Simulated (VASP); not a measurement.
# Hf (P6_3/mmc) in VASP: a series of runs

Hf is run at these levels: PBEsol; tasks: single point.

Program: VASP 6.6.1. These are calculated values, not measurements. Logs are shortened: lines on timing, memory, paths and dates and some standing lists are left out, and cuts for length are marked.

## 1. The cell of the first run

It takes space group P6_3/mmc (No. 194, hexagonal). The conventional cell has a = 3.197 Å, b = 3.197 Å, c = 5.627 Å, α = 90.00°, β = 90.00°, γ = 120.00°. Within 4.2 Å of Hf (site symmetry -6m2) lie 12 Hf at 3.20 to 3.36 Å.

## 2. Single point, PBEsol (strain +0.1125 x Voigt [0, 0, 1, 0, 0, 0])

Input file INCAR:

```
ALGO = Fast
EDIFF = 1E-6
ENCUT = 520
GGA = PS
ISIF = 2
ISMEAR = 0
LASPH = T
LCHARG = F
LREAL = F
LWAVE = F
NBANDS = 17
NELM = 80
PREC = Accurate
SIGMA = 0.15
```

Input file KPOINTS:

```
k-points
0
Gamma
  18 18 10
```

Input file POSCAR:

```
Hf
1.0
    3.1966985242      0.0000000000      0.0000000000
   -1.5983492621      2.7684221302      0.0000000000
    0.0000000000      0.0000000000      5.6268025000
Hf
2
Direct
    0.3333333333      0.6666666667      0.2500000000
    0.6666666667      0.3333333333      0.7500000000
```

Potentials or basis: VASP PAW PBE potentials, release 64 (Hf_pv).

On the command line:

```sh
$ cat potpaw_PBE.64/Hf_pv/POTCAR > POTCAR
$ mpirun -np 1 vasp_std > vasp.out
```

OUTCAR:

```text
EDIFF = 1E-6
   ENCUT = 520
   GGA = PS
   ISIF = 2
   ISMEAR = 0
   LASPH = T
   LREAL = F
   NELM = 80
   PREC = Accurate

 ion  position               nearest neighbor table
   1  0.333  0.667  0.250-   2 3.36   2 3.36   2 3.36   2 3.36   2 3.36   2 3.36
   2  0.667  0.333  0.750-   1 3.36   1 3.36   1 3.36   1 3.36   1 3.36   1 3.36

  LATTYP: Found a hexagonal cell.
 ALAT       =     3.1966985242
 C/A-ratio  =     1.7601917908

  Lattice vectors:

 A1 = (   3.1966985242,   0.0000000000,   0.0000000000)
 A2 = (  -1.5983492621,   2.7684221302,   0.0000000000)
 A3 = (   0.0000000000,   0.0000000000,   5.6268025000)

Analysis of symmetry for initial positions (statically):
=====================================================================
 Subroutine PRICEL returns:
 Original cell was already a primitive cell.

 Routine SETGRP: Setting up the symmetry group for a
 hexagonal supercell.

 Subroutine GETGRP returns: Found 24 space group operations
 (whereof 12 operations were pure point group operations)
 out of a pool of 24 trial point group operations.

The static configuration has the point symmetry D_3d.
 The point group associated with its full space group is D_6h.

Analysis of symmetry for dynamics (positions and initial velocities):
=====================================================================
 Subroutine PRICEL returns:
 Original cell was already a primitive cell.

 Routine SETGRP: Setting up the symmetry group for a
 hexagonal supercell.

 Subroutine GETGRP returns: Found 24 space group operations
 (whereof 12 operations were pure point group operations)
 out of a pool of 24 trial point group operations.

The dynamic configuration has the point symmetry D_3d.
 The point group associated with its full space group is D_6h.

 Subroutine INISYM returns: Found 24 space group operations
 (whereof 12 operations are pure point group operations),
 and found     1 'primitive' translations

----------------------------------------------------------------------------------------

                                     Primitive cell

  volume of cell :      49.7961

  direct lattice vectors                    reciprocal lattice vectors
     3.196698524  0.000000000  0.000000000     0.312822743  0.180608295  0.000000000
[... 76 lines left out ...]
 SYSTEM =  unknown system
   PREC   = accura    normal or accurate (medium, high low for compatibility)
   ISTART =      0    job   : 0-new  1-cont  2-samecut
   ICHARG =      2    charge: 1-file 2-atom 10-const
   ISPIN  =      1    spin polarized calculation?
   LNONCOLLINEAR =      F non collinear calculations
   LSORBIT =      F    spin-orbit coupling
   LASPH  =      T    aspherical Exc in radial PAW
   ENCUT  =  520.0 eV  38.22 Ry    6.18 a.u.   5.94  5.94 10.46*2*pi/ulx,y,z
   NELM   =     80;   NELMIN=  2; NELMDL= -5     # of ELM steps
   EDIFF  = 0.1E-05   stopping-criterion for ELM
   LREAL  =      F    real-space projection
   EDIFFG = 0.1E-04   stopping-criterion for IOM
   NSW    =      0    number of steps for IOM
   IBRION =     -1    ionic relax: 0-MD 1-quasi-New 2-CG
   NFREE  =      0    steps in history (QN), initial steepest desc. (CG)
   ISIF   =      2    stress and relaxation
   ISYM   =      2    0-nonsym 1-usesym 2-fastsym
   POTIM  = 0.5000    time-step for ionic-motion
   TEBEG  =    0.0;   TEEND  =   0.0 temperature during run
   PSTRESS=    0.0 pullay stress
   NELECT =      20.0000    total number of electrons
   NUPDOWN=      -1.0000    fix difference up-down
   EMIN   =  10.00;   EMAX   =-10.00  energy-range for DOS
   EFERMI =   0.00;   METHOD = LEGACY
   ISMEAR =     0;   SIGMA  =   0.15  broadening in eV -4-tet -1-fermi 0-gaus
   EFERMI_NEDOS =   21; number of points for ismear=-14 and -15
   IALGO  =     68    algorithm
   IMIX   =      4    mixing-type and parameters
     AMIX     =   0.40;   BMIX     =  1.00
     AMIX_MAG =   1.60;   BMIX_MAG =  1.00
  volume/ion in A,a.u.               =      24.90       168.02
  Fermi-wavevector in a.u.,A,eV,Ry     =   1.207868  2.282540 19.850165  1.458946
  Thomas-Fermi vector in A             =   2.343493
   LORBIT       =      0    0 simple, 1 ext, 2 COOP (PROOUT), +10 PAW based schemes
   GGA     = PS    functional components
   LHFCALC =     F    Hartree Fock is set to
   AEXX    =    0.0000 exact exchange contribution
   IVDW    =     0    specifies the selected vdW correction
   LEPSILON=     F    determine dielectric tensor
   LRPA    =     F    only Hartree local field effects (RPA)
 non-spin polarized calculation
 RMM-DIIS sequential band-by-band and
 Gauss-broadening in eV      SIGMA  =   0.15
  energy-cutoff  :      520.00
  volume of cell :       49.80
 maximum number of plane-waves:      1370
 NGX is ok and might be reduce to    24
   NGX = 11   NGY = 11   NGZ = 21

 number of electron      20.0000003 magnetization

 Free energy of the ion-electron system (eV)
  ---------------------------------------------------
  ext. energy  EPLUGINS =         0.00000000
  ---------------------------------------------------
  free energy    TOTEN  =       -20.59654477 eV

  energy without entropy =      -20.57366169  energy(sigma->0) =      -20.58510323

 E-fermi :   4.0270     XC(G=0): -10.9049

 val. band max:        4.0216367065   @ k =   0.1111   0.1111   0.1000
 cond. band min:       4.0288722519   @ k =   0.2778   0.2222   0.5000
 fundamental gap:      0.0072355453
 Fermi energy:         4.0269517526

 k-point     1 :       0.0000    0.0000    0.0000
  band No.  band energies     occupation
      1     -27.0031      2.00000
      2     -26.5450      2.00000
      3     -26.4644      2.00000
      4     -26.4644      2.00000
      5     -26.4151      2.00000
      6     -26.4151      2.00000
[... 457 lines left out ...]
      4     -26.6465      2.00000
      5     -26.6231      2.00000
      6     -26.5651      2.00000
[... 9 lines left out ...]
     16       9.1026      0.00000
     17      10.4723      0.00000

 [... further k-points ...]
[... 5 lines left out ...]
  --------------------------------------------------------------------------------------
  -------------------------------------------------------------------------------------
  Total       -2.9783246     -2.9783246     -5.9364920      0.0000000     -0.0000000      0.0000000
  in kB      -95.8267921    -95.8267921   -191.0050298      0.0000000     -0.0000000      0.0000000
  external PRESSURE =    -127.5528714 kB  Pullay stress =       0.0000000 kB

 VOLUME and BASIS-vectors are now :
 -----------------------------------------------------------------------------
  energy-cutoff  :      520.00
  volume of cell :       49.80
      direct lattice vectors                 reciprocal lattice vectors
     3.196698524  0.000000000  0.000000000     0.312822743  0.180608295  0.000000000
    -1.598349262  2.768422130  0.000000000     0.000000000  0.361216589  0.000000000
     0.000000000  0.000000000  5.626802500     0.000000000  0.000000000  0.177720828

 POSITION                                       TOTAL-FORCE (eV/Angst)
 -----------------------------------------------------------------------------------
     -0.00000      1.84561      1.40670        -0.000000     -0.000000      0.000000
      1.59835      0.92281      4.22010         0.000000      0.000000      0.000000
 -----------------------------------------------------------------------------------
    total drift:                                0.000000     -0.000000      0.000000

  FREE ENERGIE OF THE ION-ELECTRON SYSTEM (eV)
  ---------------------------------------------------
  free  energy   TOTEN  =       -20.5965447697 eV

  energy  without entropy=      -20.5736616925  energy(sigma->0) =      -20.58510323
```

OSZICAR:

```text
N       E                     dE             d eps       ncg     rms          rms(c)
DAV:   1     0.484473458044E+02    0.48447E+02   -0.11349E+04  7548   0.111E+03
DAV:   2    -0.195258210308E+02   -0.67973E+02   -0.66368E+02  9697   0.245E+02
DAV:   3    -0.214794857857E+02   -0.19537E+01   -0.19318E+01 10034   0.272E+01
DAV:   4    -0.214979532392E+02   -0.18467E-01   -0.18445E-01  9538   0.318E+00
DAV:   5    -0.214981696050E+02   -0.21637E-03   -0.21632E-03 10075   0.302E-01    0.586E+01
RMM:   6    -0.208221348591E+02    0.67603E+00   -0.57746E-01  7581   0.433E+00    0.351E+01
RMM:   7    -0.206098290494E+02    0.21231E+00   -0.13858E+00  9058   0.660E+00    0.209E+00
RMM:   8    -0.205950719762E+02    0.14757E-01   -0.12900E-01  8184   0.233E+00    0.450E-01
RMM:   9    -0.205964184801E+02   -0.13465E-02   -0.20638E-02 10938   0.852E-01    0.675E-01
RMM:  10    -0.205967466543E+02   -0.32817E-03   -0.23674E-03 10509   0.335E-01    0.139E+00
RMM:  11    -0.205965676665E+02    0.17899E-03   -0.31959E-04  9452   0.132E-01    0.186E-01
RMM:  12    -0.205965435736E+02    0.24093E-04   -0.91414E-05  9722   0.584E-02    0.856E-02
RMM:  13    -0.205965463443E+02   -0.27707E-05   -0.13718E-05  9988   0.214E-02    0.581E-02
RMM:  14    -0.205965447604E+02    0.15839E-05   -0.10538E-05  8942   0.209E-02    0.167E-02
RMM:  15    -0.205965447697E+02   -0.93364E-08   -0.25197E-06  7400   0.107E-02
   1 F= -.20596545E+02 E0= -.20585103E+02  d E =-.228831E-01
```

Run time: 2.7 min. Hardware: 1 thread of Intel Xeon 6975P-C, shared host; peak memory 0.28 GiB.

What came out:

| Item | Value |
| --- | --- |
| Free energy | -20.5965 eV |
| Pressure | -12.8 GPa |
| Band gap on the k mesh | zero (band 10 reaches 4.52 eV, above the bottom of band 11 at 3.69 eV) |

Stress tensor (GPa, compression positive):
```
 -9.58   0.00   0.00
  0.00  -9.58   0.00
  0.00   0.00 -19.10
```

Levels at points of the mesh, in eV from the Fermi level:
| k point | band 8 | band 9 | band 10 | band 11 | band 12 | band 13 |
| --- | --- | --- | --- | --- | --- | --- |
| (0.00, 0.00, 0.00) | -3.77 | -0.34 | 0.49 | 1.33 | 1.33 | 1.81 |
| (0.50, 0.00, 0.00) | -2.45 | -1.99 | -0.48 | 0.32 | 0.99 | 1.47 |
| (0.00, 0.00, 0.50) | -5.47 | -0.30 | -0.30 | 1.36 | 1.36 | 1.36 |
| (0.50, 0.00, 0.50) | -3.05 | -1.05 | -1.05 | 1.02 | 1.02 | 2.85 |

Caveat: the cell differs from its parent crystal (strain +0.1125 x Voigt [0, 0, 1, 0, 0, 0]); the PAW data sets were made with another functional, which shifts forces and pressure a little; spin-orbit coupling is left out, which moves the levels of the heavy elements.

(Continued in part 2 of 2.)
